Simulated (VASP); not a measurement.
# W (Im-3m) in VASP: a series of runs

W is run at these levels: PBE; tasks: single point, relaxation of cell and atoms.

Program: VASP 6.6.1. These are calculated values, not measurements. Logs are shortened: lines on timing, memory, paths and dates and some standing lists are left out, and cuts for length are marked.

## 1. The cell of the first run

The structure is cubic, space group Im-3m (No. 229). Conventional cell: a = 3.183 Å, b = 3.183 Å, c = 3.183 Å, α = 90.00°, β = 90.00°, γ = 90.00°. Within 3.6 Å of W (site symmetry m-3m) lie 14 W at 2.76 to 3.18 Å.

## 2. Single point, PBE

INCAR reads:

```
SYSTEM = W
ALGO = Normal ; EDIFF = 1E-6
ENCUT = 500 ; GGA = PE
GGA_COMPAT = .False. ; ISIF = 2
ISMEAR = 0 ; LASPH = .True.
LCHARG = .False. ; LREAL = .False.
LWAVE = .False. ; NBANDS = 13
NELM = 120 ; PREC = Accurate
SIGMA = 0.02
```

KPOINTS reads:

```
k-points
0
Gamma
  9 9 9
  0 0 0
```

POSCAR reads:

```
W
1.0
   -1.5914727060      1.5914727060      1.5914727060
    1.5914727060     -1.5914727060      1.5914727060
    1.5914727060      1.5914727060     -1.5914727060
W
1
Direct
    0.0000000000      0.0000000000      0.0000000000
```

Potentials or basis: VASP PAW PBE potentials, release 64 (W_sv).

The run is started by

```
> cat potpaw_PBE.64/W_sv/POTCAR > POTCAR
> mpirun -np 1 vasp_std > vasp.out
```

OUTCAR:

```text
SYSTEM = W
   EDIFF = 1E-6
   ENCUT = 500
   GGA = PE
   ISIF = 2
   ISMEAR = 0
   LASPH = .True.
   LREAL = .False.
   NELM = 120
   PREC = Accurate

 ion  position               nearest neighbor table
   1  0.000  0.000  0.000-

  LATTYP: Found a body centered cubic cell.
 ALAT       =     3.1829454120

  Lattice vectors:

 A1 = (  -1.5914727060,   1.5914727060,   1.5914727060)
 A2 = (   1.5914727060,  -1.5914727060,   1.5914727060)
 A3 = (   1.5914727060,   1.5914727060,  -1.5914727060)

Analysis of symmetry for initial positions (statically):
=====================================================================
 Subroutine PRICEL returns:
 Original cell was already a primitive cell.

 Routine SETGRP: Setting up the symmetry group for a
 body centered cubic supercell.

 Subroutine GETGRP returns: Found 48 space group operations
 (whereof 48 operations were pure point group operations)
 out of a pool of 48 trial point group operations.

The static configuration has the point symmetry O_h .

Analysis of symmetry for dynamics (positions and initial velocities):
=====================================================================
 Subroutine PRICEL returns:
 Original cell was already a primitive cell.

 Routine SETGRP: Setting up the symmetry group for a
 body centered cubic supercell.

 Subroutine GETGRP returns: Found 48 space group operations
 (whereof 48 operations were pure point group operations)
 out of a pool of 48 trial point group operations.

The dynamic configuration has the point symmetry O_h .

 Subroutine INISYM returns: Found 48 space group operations
 (whereof 48 operations are pure point group operations),
 and found     1 'primitive' translations

----------------------------------------------------------------------------------------

                                     Primitive cell

  volume of cell :      16.1234

  direct lattice vectors                    reciprocal lattice vectors
    -1.591472706  1.591472706  1.591472706     0.000000000  0.314174411  0.314174411
     1.591472706 -1.591472706  1.591472706     0.314174411  0.000000000  0.314174411
     1.591472706  1.591472706 -1.591472706     0.314174411  0.314174411  0.000000000

  length of vectors
     2.756511586  2.756511586  2.756511586     0.444309713  0.444309713  0.444309713

  position of ions in fractional coordinates (direct lattice)
     0.000000000  0.000000000  0.000000000

  ion indices of the primitive-cell ions
   primitive index   ion index
                 1           1

----------------------------------------------------------------------------------------

 KPOINTS: k-points

Automatic generation of k-mesh.
 Grid dimensions read from file:
 generate k-points for:    9    9    9

 Generating k-lattice:

  Cartesian coordinates                     Fractional coordinates (reciprocal lattice)
     0.000000000  0.034908268  0.034908268     0.111111111  0.000000000  0.000000000
     0.034908268  0.000000000  0.034908268     0.000000000  0.111111111  0.000000000
     0.034908268  0.034908268  0.000000000     0.000000000  0.000000000  0.111111111

  Length of vectors
     0.049367746  0.049367746  0.049367746

  Shift w.r.t. Gamma in fractional coordinates (k-lattice)
     0.000000000  0.000000000  0.000000000

 Subroutine IBZKPT returns following result:
 ===========================================

 Found     35 irreducible k-points:

 Following reciprocal coordinates:
            Coordinates               Weight
  0.000000  0.000000  0.000000      1.000000
  0.111111  0.000000  0.000000     12.000000
  0.222222  0.000000  0.000000     12.000000
  0.333333  0.000000  0.000000     12.000000
  0.444444  0.000000  0.000000     12.000000
  0.111111  0.111111  0.000000     24.000000
[... 16 lines left out ...]
 -0.333333  0.444444  0.111111     48.000000
 -0.444444 -0.444444  0.111111     24.000000
 [... further k-points ...]
   k-points           NKPTS =     35   k-points in BZ     NKDIM =     35   number of bands    NBANDS=     13
   number of dos      NEDOS =    301   number of ions     NIONS =      1
   total plane-waves  NPLWV =   8000
   dimension x,y,z NGX =    20 NGY =   20 NGZ =   20
   dimension x,y,z NGXF=    40 NGYF=   40 NGZF=   40
   ions per type =               1
   NGX,Y,Z   is equivalent  to a cutoff of  12.06, 12.06, 12.06 a.u.
   NGXF,Y,Z  is equivalent  to a cutoff of  24.12, 24.12, 24.12 a.u.
 SYSTEM =  W
   PREC   = accura    normal or accurate (medium, high low for compatibility)
   ISTART =      0    job   : 0-new  1-cont  2-samecut
   ICHARG =      2    charge: 1-file 2-atom 10-const
   ISPIN  =      1    spin polarized calculation?
   LNONCOLLINEAR =      F non collinear calculations
   LSORBIT =      F    spin-orbit coupling
   LASPH  =      T    aspherical Exc in radial PAW
   ENCUT  =  500.0 eV  36.75 Ry    6.06 a.u.   5.03  5.03  5.03*2*pi/ulx,y,z
   NELM   =    120;   NELMIN=  2; NELMDL= -5     # of ELM steps
   EDIFF  = 0.1E-05   stopping-criterion for ELM
   LREAL  =      F    real-space projection
   EDIFFG = 0.1E-04   stopping-criterion for IOM
   NSW    =      0    number of steps for IOM
   IBRION =     -1    ionic relax: 0-MD 1-quasi-New 2-CG
   NFREE  =      0    steps in history (QN), initial steepest desc. (CG)
   ISIF   =      2    stress and relaxation
   ISYM   =      2    0-nonsym 1-usesym 2-fastsym
   POTIM  = 0.5000    time-step for ionic-motion
   TEBEG  =    0.0;   TEEND  =   0.0 temperature during run
   PSTRESS=    0.0 pullay stress
   NELECT =      14.0000    total number of electrons
   NUPDOWN=      -1.0000    fix difference up-down
   EMIN   =  10.00;   EMAX   =-10.00  energy-range for DOS
   EFERMI =   0.00;   METHOD = LEGACY
   ISMEAR =     0;   SIGMA  =   0.02  broadening in eV -4-tet -1-fermi 0-gaus
   EFERMI_NEDOS =   21; number of points for ismear=-14 and -15
   IALGO  =     38    algorithm
   IMIX   =      4    mixing-type and parameters
     AMIX     =   0.40;   BMIX     =  1.00
     AMIX_MAG =   1.60;   BMIX_MAG =  1.00
  volume/ion in A,a.u.               =      16.12       108.81
  Fermi-wavevector in a.u.,A,eV,Ry     =   1.561822  2.951416 33.188545  2.439289
  Thomas-Fermi vector in A             =   2.664831
   LORBIT       =      0    0 simple, 1 ext, 2 COOP (PROOUT), +10 PAW based schemes
   GGA     = PE    functional components
   LHFCALC =     F    Hartree Fock is set to
   AEXX    =    0.0000 exact exchange contribution
   IVDW    =     0    specifies the selected vdW correction
   LEPSILON=     F    determine dielectric tensor
   LRPA    =     F    only Hartree local field effects (RPA)
 non-spin polarized calculation
 Gauss-broadening in eV      SIGMA  =   0.02
  energy-cutoff  :      500.00
  volume of cell :       16.12
 maximum number of plane-waves:       420
   NGX =  9   NGY =  9   NGZ =  9

 number of electron      14.0000001 magnetization

 Free energy of the ion-electron system (eV)
  ---------------------------------------------------
  ext. energy  EPLUGINS =         0.00000000
  ---------------------------------------------------
  free energy    TOTEN  =       -12.96298637 eV

  energy without entropy =      -12.96218967  energy(sigma->0) =      -12.96258802

 E-fermi :  11.2903     XC(G=0): -13.5444

 val. band max:       11.2777406986   @ k =  -0.3333   0.3333   0.2222
 cond. band min:      11.2958960533   @ k =  -0.4444   0.4444   0.2222
 fundamental gap:      0.0181553547
 Fermi energy:        11.2902765224

 k-point     1 :       0.0000    0.0000    0.0000
  band No.  band energies     occupation
      1     -63.0051      2.00000
      2     -26.5915      2.00000
      3     -26.5915      2.00000
      4     -26.5915      2.00000
      5       1.6561      2.00000
      6      10.0000      2.00000
      7      10.0000      2.00000
      8      10.0000      2.00000
      9      13.4213      0.00000
     10      13.4213      0.00000
     11      25.6767      0.00000
     12      25.6767      0.00000
     13      25.6767      0.00000

 k-point     2 :       0.1111    0.0000    0.0000
  band No.  band energies     occupation
      1     -62.9908      2.00000
      2     -26.7442      2.00000
      3     -26.6395      2.00000
      4     -26.5922      2.00000
      5       2.2276      2.00000
      6       9.6637      2.00000
      7       9.8942      2.00000
      8      10.5600      2.00000
      9      12.9688      0.00000
     10      13.4318      0.00000
     11      26.1157      0.00000
     12      26.6541      0.00000
     13      26.9483      0.00000

 k-point     3 :       0.2222    0.0000    0.0000
  band No.  band energies     occupation
      1     -62.9541      2.00000
      2     -27.1175      2.00000
      3     -26.7592      2.00000
      4     -26.5940      2.00000
      5       3.6553      2.00000
      6       8.9141      2.00000
      7       9.4550      2.00000
      8      12.1634      0.00000
      9      12.7337      0.00000
     10      13.5469      0.00000
     11      26.1973      0.00000
     12      27.9834      0.00000
     13      29.2963      0.00000

 k-point     4 :       0.3333    0.0000    0.0000
  band No.  band energies     occupation
      1     -62.9122      2.00000
      2     -27.5215      2.00000
      3     -26.8923      2.00000
      4     -26.5962      2.00000
      5       4.8617      2.00000
      6       8.1890      2.00000
      7       9.7271      2.00000
      8      13.1628      0.00000
      9      13.8566      0.00000
     10      14.5272      0.00000
     11      24.4001      0.00000
     12      25.1622      0.00000
     13      32.0042      0.00000

 k-point     5 :       0.4444    0.0000    0.0000
  band No.  band energies     occupation
      1     -62.8846      2.00000
      2     -27.7747      2.00000
      3     -26.9776      2.00000
      4     -26.5977      2.00000
      5       5.0446      2.00000
      6       7.7684      2.00000
      7      11.3737      0.00000
      8      13.3788      0.00000
      9      14.2032      0.00000
     10      16.7887      0.00000
     11      22.4430      0.00000
     12      22.8623      0.00000
     13      28.3853      0.00000
[... 257 lines left out ...]
 k-point    22 :      -0.4444    0.4444    0.1111
  band No.  band energies     occupation
      1     -62.8736      2.00000
      2     -27.7351      2.00000
      3     -27.0328      2.00000
      4     -26.7032      2.00000
      5       5.5441      2.00000
      6       8.3437      2.00000
      7       9.9318      2.00000
      8      12.3685      0.00000
      9      15.5628      0.00000
     10      16.6541      0.00000
     11      22.2828      0.00000
     12      24.7351      0.00000
     13      27.6718      0.00000

 k-point    23 :      -0.3333    0.4444    0.1111
  band No.  band energies     occupation
      1     -62.8713      2.00000
      2     -27.5952      2.00000
      3     -27.1124      2.00000
      4     -26.7885      2.00000
      5       6.3003      2.00000
      6       8.2011      2.00000
      7       9.2962      2.00000
      8      12.0718      0.00000
      9      14.4887      0.00000
     10      16.7717      0.00000
     11      23.0212      0.00000
     12      26.6736      0.00000
     13      28.3423      0.00000

 k-point    24 :      -0.4444   -0.4444    0.1111
  band No.  band energies     occupation
      1     -62.8584      2.00000
      2     -27.6864      2.00000
      3     -27.1754      2.00000
      4     -26.7876      2.00000
      5       6.2672      2.00000
      6       8.6019      2.00000
      7       9.0124      2.00000
      8      12.1044      0.00000
      9      15.5285      0.00000
     10      18.7256      0.00000
     11      21.0299      0.00000
     12      25.2216      0.00000
     13      27.5087      0.00000

 [... further k-points ...]

------------------------ aborting loop because EDIFF is reached ----------------------------------------

  FORCE on cell =-STRESS in cart. coord.  units (eV):
  Direction    XX          YY          ZZ          XY          YZ          ZX
  --------------------------------------------------------------------------------------
  -------------------------------------------------------------------------------------
  Total        0.0503603      0.0503603      0.0503603      0.0000000     -0.0000000      0.0000000
  in kB        5.0042772      5.0042772      5.0042772      0.0000000     -0.0000000      0.0000000
  external PRESSURE =       5.0042772 kB  Pullay stress =       0.0000000 kB

 VOLUME and BASIS-vectors are now :
 -----------------------------------------------------------------------------
  energy-cutoff  :      500.00
  volume of cell :       16.12
      direct lattice vectors                 reciprocal lattice vectors
    -1.591472706  1.591472706  1.591472706     0.000000000  0.314174411  0.314174411
     1.591472706 -1.591472706  1.591472706     0.314174411  0.000000000  0.314174411
     1.591472706  1.591472706 -1.591472706     0.314174411  0.314174411  0.000000000

 POSITION                                       TOTAL-FORCE (eV/Angst)
 -----------------------------------------------------------------------------------
      0.00000      0.00000      0.00000         0.000000     -0.000000     -0.000000
 -----------------------------------------------------------------------------------
    total drift:                                0.000000     -0.000000     -0.000000

  FREE ENERGIE OF THE ION-ELECTRON SYSTEM (eV)
  ---------------------------------------------------
  free  energy   TOTEN  =       -12.9629863651 eV

  energy  without entropy=      -12.9621896718  energy(sigma->0) =      -12.96258802
```

Run time: 3.5 s. Hardware: 1 thread of Intel Xeon 6975P-C (Granite Rapids), shared host; peak memory 0.12 GiB.

What came out:

```
Free energy            : -12.9630 eV
Pressure               : 0.5 GPa
Band gap on the k mesh : zero (band 7 reaches 15.12 eV, above the bottom of band 8 at 10.00 eV)
```

Caveat: spin-orbit coupling is left out, which moves the levels of the heavy elements.

## 3. Relaxation of cell and atoms, PBE

This run uses another cell than the first one, of 15.85 Å³/atom, 0.983 times its volume.

INCAR reads:

```
PREC = Accurate ; ENCUT = 500
EDIFF = 1E-7 ; ISMEAR = 0
SIGMA = 0.02 ; LREAL = False
LASPH = True ; NELM = 120
ALGO = Normal ; ISIF = 3
LWAVE = False ; LCHARG = False
GGA = PE ; IBRION = 2
NSW = 80 ; EDIFFG = -0.03
GGA_COMPAT = False ; NELMIN = 4
```

KPOINTS reads:

```
regular mesh
0
Gamma
  9 9 9
```

POSCAR reads:

```
W
1.0
   -1.5823400000      1.5823400000      1.5823400000
    1.5823400000     -1.5823400000      1.5823400000
    1.5823400000      1.5823400000     -1.5823400000
W
1
Direct
    0.0000000000      0.0000000000      0.0000000000
```

Potentials or basis: VASP PAW PBE potentials, release 64 (W_sv).

The run is started by

```
> cat potpaw_PBE.64/W_sv/POTCAR > POTCAR
> mpirun -np 1 vasp_std > vasp.out
```

It took 7.1 s on 1 thread of Intel Xeon 6975P-C (Granite Rapids), shared host; peak memory 0.13 GiB.

It converged, with:

| Quantity | Value |
| --- | --- |
| Free energy | -12.9628 eV |
| Relaxed volume | 16.16 Å³/atom |
| Relaxed cell | a = 2.759 Å, b = 2.759 Å, c = 2.759 Å, α = 109.47°, β = 109.47°, γ = 109.47° |
| Space group after relaxing (to 0.05 Å) | Im-3m (No. 229) |
| Energy gained by relaxing | 5.6 meV/atom |
| Ionic steps | 3 |
| Pressure after relaxing | -0.2 GPa |
| Band gap on the k mesh | zero (band 7 reaches 15.07 eV, above the bottom of band 8 at 9.97 eV) |

The path:
```tsv
step	energy change (eV)	largest force (eV/Å)	pressure (GPa)	volume (Å³)
1	0.0000	0.0000	6.05	15.85
2	0.0573	0.0000	-17.13	17.26
3	-0.0056	0.0000	-0.22	16.16
```

Final structure:
```yaml
crystal:
  lattice:
    - [-1.59276, 1.59276, 1.59276]
    - [1.59276, -1.59276, 1.59276]
    - [1.59276, 1.59276, -1.59276]
  atoms:
    - { symbol: W, position: [0.00000, 0.00000, 0.00000] }
```

Levels at points of the mesh, in eV from the Fermi level:
```csv
k point,band 3,band 4,band 5,band 6,band 7,band 8,band 9,band 10,band 11
"(0.00, 0.00, 0.00)",-37.89,-37.89,-9.62,-1.29,-1.29,-1.29,2.13,2.13,14.38
```

Caveat: spin-orbit coupling is left out, which moves the levels of the heavy elements. Zero-point motion and thermal expansion aren't in these numbers.
